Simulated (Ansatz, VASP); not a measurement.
# One calculation of Pb, two programs

```xyz
1
Lattice="0.0000 2.5023 2.5023 2.5023 0.0000 2.5023 2.5023 2.5023 0.0000" Properties=species:S:1:pos:R:3 pbc="T T T"
Pb    0.0000    0.0000    0.0000
```

Change from the starting cell: volume scaled by 1.04.

Alike in both runs: task single point; functional PBE; k mesh 13 × 13 × 13; occupations fermi-dirac, width 0.08 eV; no spin polarisation.

```csv
,VASP,Ansatz
version,VASP 6.6.1,Ansatz 0.2.0
potentials or method,"VASP PAW PBE potentials, release 64 (Pb_d), cutoff 520 eV","all-electron LAPW, scalar-relativistic"
```

|  | VASP | Ansatz | Ansatz less VASP |
| --- | --- | --- | --- |
| pressure (GPa) | 0.8 | 0.9 | +0.07 |

Ansatz ran all-electron here, and VASP with PAW potentials.

Spin-orbit coupling is off throughout.
